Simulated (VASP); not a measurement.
# GaSb (I-4m2) in VASP: notebook

GaSb is run at these levels: PBE; tasks: single point.

Program: VASP 6.6.1. These are calculated values, not measurements. Logs are shortened: lines on timing, memory, paths and dates and some standing lists are left out, and cuts for length are marked.

### Step 1. The cell of the first run

It takes space group I-4m2 (No. 119, tetragonal). The conventional cell has a = 5.255 Å, b = 5.255 Å, c = 3.162 Å, α = 90.00°, β = 90.00°, γ = 90.00°. Ga (site symmetry -4m2) has 8 Sb at 2.74 to 3.54 Å and 2 Ga at 3.16 Å within 3.6 Å. Within 3.6 Å of Sb (site symmetry -4m2) lie 8 Ga at 2.74 to 3.54 Å and 2 Sb at 3.16 Å.

### Step 2. Single point, PBE

File INCAR:

```
PREC = Accurate
ENCUT = 520
EDIFF = 1E-7
ISMEAR = 0
SIGMA = 0.15
LREAL = False
LASPH = True
NELM = 80
ALGO = Normal
ISIF = 2
LWAVE = False
LCHARG = False
GGA = PE
NBANDS = 16
```

File KPOINTS:

```
regular mesh
0
Gamma
  16 16 16
```

File POSCAR:

```
GaSb
1.0
   -2.6276500000      2.6276500000      1.5811567257
    2.6276500000     -2.6276500000      1.5811567257
    2.6276500000      2.6276500000     -1.5811567257
Ga Sb
1 1
Direct
    0.2500000000      0.7500000000      0.5000000000
    0.0000000000      0.0000000000      0.0000000000
```

Potentials or basis: VASP PAW PBE potentials, release 64 (Ga_d, Sb).

Command:

```bash
$ cat potpaw_PBE.64/Ga_d/POTCAR potpaw_PBE.64/Sb/POTCAR > POTCAR
$ mpirun -np 1 vasp_std > vasp.out
```

OUTCAR:

```text
PREC = Accurate
   ENCUT = 520
   EDIFF = 1E-7
   ISMEAR = 0
   LREAL = False
   LASPH = True
   NELM = 80
   ISIF = 2
   GGA = PE

 ion  position               nearest neighbor table
   1  0.250  0.750  0.500-   2 2.74   2 2.74   2 2.74   2 2.74
   2  0.000  0.000  0.000-   1 2.74   1 2.74   1 2.74   1 2.74

  LATTYP: Found a body centered tetragonal cell.
 ALAT       =     5.2553000000
 C/A-ratio  =     0.6017379505

  Lattice vectors:

 A1 = (  -2.6276500000,   2.6276500000,   1.5811567257)
 A2 = (   2.6276500000,  -2.6276500000,   1.5811567257)
 A3 = (   2.6276500000,   2.6276500000,  -1.5811567257)

Analysis of symmetry for initial positions (statically):
=====================================================================
 Subroutine PRICEL returns:
 Original cell was already a primitive cell.

 Routine SETGRP: Setting up the symmetry group for a
 body centered tetragonal supercell.

 Subroutine GETGRP returns: Found  8 space group operations
 (whereof  8 operations were pure point group operations)
 out of a pool of 16 trial point group operations.

The static configuration has the point symmetry D_2d.

Analysis of symmetry for dynamics (positions and initial velocities):
=====================================================================
 Subroutine PRICEL returns:
 Original cell was already a primitive cell.

 Routine SETGRP: Setting up the symmetry group for a
 body centered tetragonal supercell.

 Subroutine GETGRP returns: Found  8 space group operations
 (whereof  8 operations were pure point group operations)
 out of a pool of 16 trial point group operations.

The dynamic configuration has the point symmetry D_2d.

 Subroutine INISYM returns: Found  8 space group operations
 (whereof  8 operations are pure point group operations),
 and found     1 'primitive' translations

----------------------------------------------------------------------------------------

                                     Primitive cell

  volume of cell :      43.6687

  direct lattice vectors                    reciprocal lattice vectors
    -2.627650000  2.627650000  1.581156726     0.000000000  0.190284094  0.316224187
     2.627650000 -2.627650000  1.581156726     0.190284094  0.000000000  0.316224187
     2.627650000  2.627650000 -1.581156726     0.190284094  0.190284094  0.000000000

  length of vectors
     4.038458324  4.038458324  4.038458324     0.369060663  0.369060663  0.269102347

  position of ions in fractional coordinates (direct lattice)
[... 74 lines left out ...]
   LNONCOLLINEAR =      F non collinear calculations
   LSORBIT =      F    spin-orbit coupling
   LASPH  =      T    aspherical Exc in radial PAW
   ENCUT  =  520.0 eV  38.22 Ry    6.18 a.u.   7.51  7.51  7.51*2*pi/ulx,y,z
   NELM   =     80;   NELMIN=  2; NELMDL= -5     # of ELM steps
   EDIFF  = 0.1E-06   stopping-criterion for ELM
   LREAL  =      F    real-space projection
   EDIFFG = 0.1E-05   stopping-criterion for IOM
   NSW    =      0    number of steps for IOM
   IBRION =     -1    ionic relax: 0-MD 1-quasi-New 2-CG
   NFREE  =      0    steps in history (QN), initial steepest desc. (CG)
   ISIF   =      2    stress and relaxation
   ISYM   =      2    0-nonsym 1-usesym 2-fastsym
   POTIM  = 0.5000    time-step for ionic-motion
   TEBEG  =    0.0;   TEEND  =   0.0 temperature during run
   PSTRESS=    0.0 pullay stress
   NELECT =      18.0000    total number of electrons
   NUPDOWN=      -1.0000    fix difference up-down
   EMIN   =  10.00;   EMAX   =-10.00  energy-range for DOS
   EFERMI =   0.00;   METHOD = LEGACY
   ISMEAR =     0;   SIGMA  =   0.15  broadening in eV -4-tet -1-fermi 0-gaus
   EFERMI_NEDOS =   21; number of points for ismear=-14 and -15
   IALGO  =     38    algorithm
   IMIX   =      4    mixing-type and parameters
     AMIX     =   0.40;   BMIX     =  1.00
     AMIX_MAG =   1.60;   BMIX_MAG =  1.00
  volume/ion in A,a.u.               =      21.83       147.35
  Fermi-wavevector in a.u.,A,eV,Ry     =   1.218360  2.302367 20.196508  1.484401
  Thomas-Fermi vector in A             =   2.353649
   LORBIT       =      0    0 simple, 1 ext, 2 COOP (PROOUT), +10 PAW based schemes
   GGA     = PE    functional components
   LHFCALC =     F    Hartree Fock is set to
   AEXX    =    0.0000 exact exchange contribution
   IVDW    =     0    specifies the selected vdW correction
   LEPSILON=     F    determine dielectric tensor
   LRPA    =     F    only Hartree local field effects (RPA)
 non-spin polarized calculation
 Gauss-broadening in eV      SIGMA  =   0.15
  energy-cutoff  :      520.00
  volume of cell :       43.67
 maximum number of plane-waves:      1193
   NGX = 15   NGY = 15   NGZ = 15

 number of electron      17.9999987 magnetization

 Free energy of the ion-electron system (eV)
  ---------------------------------------------------
  ext. energy  EPLUGINS =         0.00000000
  ---------------------------------------------------
  free energy    TOTEN  =        -6.87752963 eV

  energy without entropy =       -6.86952652  energy(sigma->0) =       -6.87352808

 E-fermi :   7.7701     XC(G=0): -10.6939

 val. band max:        7.7632153448   @ k =   0.1250   0.1250   0.0000
 cond. band min:       7.7735662236   @ k =   0.4375   0.3750   0.0000
 fundamental gap:      0.0103508788
 Fermi energy:         7.7701309923

 k-point     1 :       0.0000    0.0000    0.0000
  band No.  band energies     occupation
      1      -7.3508      2.00000
      2      -7.2706      2.00000
      3      -7.2632      2.00000
      4      -7.2318      2.00000
      5      -7.2318      2.00000
      6      -4.9709      2.00000
[... 433 lines left out ...]
      3      -7.2626      2.00000
      4      -7.2320      2.00000
      5      -7.2312      2.00000
      6      -4.9315      2.00000
[... 8 lines left out ...]
     15      17.4905      0.00000
     16      18.5792      0.00000

 [... further k-points ...]
[... 5 lines left out ...]
  --------------------------------------------------------------------------------------
  -------------------------------------------------------------------------------------
  Total        2.4085261      2.4085261      1.1120732      0.0000000      0.0000000      0.0000000
  in kB       88.3673834     88.3673834     40.8012999      0.0000000      0.0000000      0.0000000
  external PRESSURE =      72.5120222 kB  Pullay stress =       0.0000000 kB

 VOLUME and BASIS-vectors are now :
 -----------------------------------------------------------------------------
  energy-cutoff  :      520.00
  volume of cell :       43.67
      direct lattice vectors                 reciprocal lattice vectors
    -2.627650000  2.627650000  1.581156726     0.000000000  0.190284094  0.316224187
     2.627650000 -2.627650000  1.581156726     0.190284094  0.000000000  0.316224187
     2.627650000  2.627650000 -1.581156726     0.190284094  0.190284094  0.000000000

 POSITION                                       TOTAL-FORCE (eV/Angst)
 -----------------------------------------------------------------------------------
      2.62765      0.00000      0.79058        -0.000000      0.000000      0.000000
      0.00000      0.00000      0.00000         0.000000     -0.000000     -0.000000
 -----------------------------------------------------------------------------------
    total drift:                                0.000001     -0.000001      0.000000

  FREE ENERGIE OF THE ION-ELECTRON SYSTEM (eV)
  ---------------------------------------------------
  free  energy   TOTEN  =        -6.8775296350 eV

  energy  without entropy=       -6.8695265203  energy(sigma->0) =       -6.87352808
```

OSZICAR:

```text
N       E                     dE             d eps       ncg     rms          rms(c)
DAV:   1     0.844149960148E+02    0.84415E+02   -0.82415E+03 11192   0.153E+03
DAV:   2    -0.792946828630E+00   -0.85208E+02   -0.82213E+02 13216   0.323E+02
DAV:   3    -0.680015096785E+01   -0.60072E+01   -0.59833E+01 13400   0.636E+01
DAV:   4    -0.690027944423E+01   -0.10013E+00   -0.10011E+00 14000   0.906E+00
DAV:   5    -0.690252142773E+01   -0.22420E-02   -0.22419E-02 13872   0.123E+00    0.287E+00
DAV:   6    -0.688233288570E+01    0.20189E-01   -0.38396E-02 14752   0.359E+00    0.165E+00
DAV:   7    -0.687763715557E+01    0.46957E-02   -0.13471E-02 15336   0.138E+00    0.261E-01
DAV:   8    -0.687752340462E+01    0.11375E-03   -0.19100E-03 14904   0.583E-01    0.389E-02
DAV:   9    -0.687752886597E+01   -0.54614E-05   -0.10932E-04 13864   0.819E-02    0.201E-02
DAV:  10    -0.687752956436E+01   -0.69839E-06   -0.76728E-06 14472   0.185E-02    0.413E-03
DAV:  11    -0.687752963498E+01   -0.70619E-07   -0.94668E-07 13664   0.714E-03
   1 F= -.68775296E+01 E0= -.68735281E+01  d E =-.800311E-02
```

Run time: 2.7 min. Hardware: 1 thread of Intel Xeon Platinum 8488C (Sapphire Rapids), shared host; peak memory 0.37 GiB.

What came out:

| Quantity | Value |
| --- | --- |
| Free energy | -6.8775 eV |
| Pressure | 7.3 GPa |
| Band gap on the k mesh | zero (band 9 reaches 10.02 eV, above the bottom of band 10 at 4.44 eV) |

Stress tensor (GPa, compression positive):
```
8.84 0.00 0.00
0.00 8.84 0.00
0.00 0.00 4.08
```

Caveat: spin-orbit coupling is left out, which moves the levels of the heavy elements.

### Step 3. Single point, PBE

File INCAR:

```
PREC     = Accurate       # precision mode
ENCUT    = 520            # plane-wave cutoff, eV
EDIFF    = 1E-7           # SCF threshold, eV
ISMEAR   = 0              # smearing method
SIGMA    = 0.15           # smearing width, eV
LREAL    = False          # projectors in reciprocal space
LASPH    = True           # aspherical terms in the spheres
NELM     = 100            # most SCF steps
ALGO     = Normal         # electronic algorithm
ISIF     = 2              # what is computed and relaxed
LWAVE    = False          # write WAVECAR
LCHARG   = False          # write CHGCAR
GGA      = PE             # functional
NBANDS   = 16             # bands
```

KPOINTS is that of step 2.

File POSCAR:

```
GaSb
1.0
   -2.6968000000      2.6968000000      1.5021000000
    2.6968000000     -2.6968000000      1.5021000000
    2.6968000000      2.6968000000     -1.5021000000
Ga Sb
1 1
Direct
    0.2500000000      0.7500000000      0.5000000000
    0.0000000000      0.0000000000      0.0000000000
```

Potentials or basis: VASP PAW PBE potentials, release 64 (Ga_d, Sb).

Command:

```bash
$ cat potpaw_PBE.64/Ga_d/POTCAR potpaw_PBE.64/Sb/POTCAR > POTCAR
$ mpirun -np 1 vasp_std > vasp.out
```

Run time: 2.4 min. Hardware: 1 thread of Intel Xeon Platinum 8488C (Sapphire Rapids), shared host; peak memory 0.37 GiB.

The run converged. Its results:

```yaml
Free_energy: -6.9030 eV
Pressure: 6.7 GPa
Band_gap_on_the_k_mesh: zero (band 9 reaches 9.46 eV, above the bottom of band 10 at 4.46 eV)
```

Stress tensor (GPa, compression positive):
```
6.18 0.00 0.00
0.00 6.18 0.00
0.00 0.00 7.69
```

Levels at points of the mesh, in eV from the Fermi level:
```
           k point  band 7  band 8  band 9  band 10  band 11  band 12
(0.00, 0.00, 0.00)   -3.04   -2.30   -2.30     3.08     6.20     7.41
(0.50, 0.00, 0.00)   -6.05   -2.58   -1.56    -1.37     2.27     3.45
(0.50, 0.50, 0.00)   -8.71   -0.22    1.63     2.08     2.20     5.48
(0.50, 0.50, 0.50)   -6.37   -5.63   -5.63     4.39     5.79    11.02
```

Caveat: spin-orbit coupling is left out, which moves the levels of the heavy elements.

### Step 4. Single point, PBE

This run uses another cell than the first one, of 21.99 Å³/atom, 1.007 times its volume.

File INCAR:

```
ALGO = Normal ; EDIFF = 1E-6
ENCUT = 520 ; GGA = PE
ISIF = 2 ; ISMEAR = 0
LASPH = T ; LCHARG = F
LREAL = F ; LWAVE = F
NBANDS = 16 ; NELM = 60
PREC = Accurate ; SIGMA = 0.15
```

File KPOINTS:

```
k-points
0
Gamma
  16 16 16
```

File POSCAR:

```
GaSb
1.0
   -2.6368500000      2.6368500000      1.5811567257
    2.6368500000     -2.6368500000      1.5811567257
    2.6368500000      2.6368500000     -1.5811567257
Ga Sb
1 1
Direct
    0.2500000000      0.7500000000      0.5000000000
    0.0000000000      0.0000000000      0.0000000000
```

Command:

```bash
$ cat potpaw_PBE.64/Ga_d/POTCAR potpaw_PBE.64/Sb/POTCAR > POTCAR
$ mpirun -np 1 vasp_std > vasp.out
```

It took 2.1 min on 1 thread of Intel Xeon Platinum 8488C (Sapphire Rapids), shared host; peak memory 0.37 GiB.

It converged, with:

| Property | Result |
| --- | --- |
| Free energy | -6.8937 eV |
| Pressure | 6.7 GPa |
| Band gap on the k mesh | zero (band 9 reaches 9.89 eV, above the bottom of band 10 at 4.36 eV) |

Stress tensor (GPa, compression positive):
```
8.10 0.00 0.00
0.00 8.10 0.00
0.00 0.00 3.83
```

Levels at points of the mesh, in eV from the Fermi level:
```
           k point  band 6  band 7  band 8  band 9  band 10  band 11  band 12  band 13
(0.00, 0.00, 0.00)  -12.68   -2.28   -1.97   -1.97     3.38     5.02     7.42     7.74
(0.50, 0.00, 0.00)   -8.74   -6.21   -2.43   -1.87    -1.25     2.19     3.59     5.60
(0.50, 0.50, 0.00)  -10.90   -8.62    0.17    1.81     2.74     2.80     4.48     6.22
(0.50, 0.50, 0.50)   -9.38   -6.09   -5.53   -5.53     3.00     4.38    11.71    11.71
```

Caveat: spin-orbit coupling is left out, which moves the levels of the heavy elements.

### Step 5. The runs side by side

| cell | gap on the mesh (eV) | pressure (GPa) |
| --- | --- | --- |
| a = 4.038 Å, angles 98.8, 98.8, 133.9°, 2 atoms | none | 7.3 |
| a = 4.099 Å, angles 97.7, 97.7, 137.0°, 2 atoms | none | 6.7 |
| a = 4.050 Å, angles 98.8, 98.8, 134.0°, 2 atoms | none | 6.7 |

Alike in all rows: task single point; level PBE; potentials or basis VASP PAW PBE potentials, release 64 (Ga_d, Sb); no spin polarisation; k mesh 16 × 16 × 16; cutoff (eV) 520; smearing gaussian 0.15 eV.

Caveats: spin-orbit coupling is left out, which moves the levels of the heavy elements.

Absolute energies hang on the potentials; compare differences alone.
